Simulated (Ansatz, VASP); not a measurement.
**Two plane-wave programs on Y**

```xyz
2
Lattice="0.0000 3.5454 3.5454 3.5454 0.0000 3.5454 3.5454 3.5454 0.0000" Properties=species:S:1:pos:R:3 pbc="T T T"
Y     0.8864    0.8864    0.8864
Y     6.2045    6.2045    6.2045
```

Alike in both runs: task relaxation of cell and atoms; functional RPBE; k mesh 8 × 8 × 8; occupations fermi-dirac, width 0.1 eV; no spin polarisation.

|  | VASP | Ansatz |
| --- | --- | --- |
| version | VASP 6.6.1 | Ansatz 0.2.0 |
| potentials or method | VASP PAW PBE potentials, release 64 (Y_sv), cutoff 500 eV | plane waves (420 eV) with PAW, scalar-relativistic |
| valence electrons in the cell | 22 | 22 |

```tsv
	VASP	Ansatz	Ansatz less VASP
relaxed volume (Å³/atom)	51.73	51.91	+0.175
relaxed cell length with the largest relative difference (Å)	5.269	5.275	+0.0059
```

VASP's potentials were made for PBE, not for RPBE.

Noted on VASP's run: the volume moved by over 15 % at a fixed basis, so the end points are rough.
